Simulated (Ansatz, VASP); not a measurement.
**BaTe: VASP beside Ansatz**

```
Ba Te
1.0
     5.97941    0.00000    0.00000
    -2.98970    5.17832    0.00000
     0.00000    0.00000    7.00004
Ba Te
2 2
Direct
  0.33333 0.66667 0.93809
  0.66667 0.33333 0.43809
  0.33333 0.66667 0.43791
  0.66667 0.33333 0.93791
```

Alike in both runs: functional PBE; k mesh 8 × 8 × 5; occupations fermi-dirac, width 0.08 eV; no spin polarisation.

Ansatz relaxed the structure, and its values are those at the end. VASP's run is a single point on that final structure, the one shown.

|  | VASP | Ansatz |
| --- | --- | --- |
| version | VASP 6.6.1 | Ansatz 0.2.0 |
| potentials or method | VASP PAW PBE potentials, release 64 (Ba_sv, Te) | PAW with Ansatz's default frozen-core files, scalar-relativistic |
| plane-wave cutoff (eV) | 520 | 420 |
| valence electrons in the cell | 32 | 52 |

```tsv
	VASP	Ansatz	Ansatz less VASP
pressure (GPa)	0.2	0.0	-0.23
```

With one functional, cell and mesh, what is left measures potentials, basis and numerics. VASP's potentials hold 32 valence electrons a cell and Ansatz's 52, so a difference there can come from the potentials and not from the codes.

Spin-orbit coupling is off throughout.
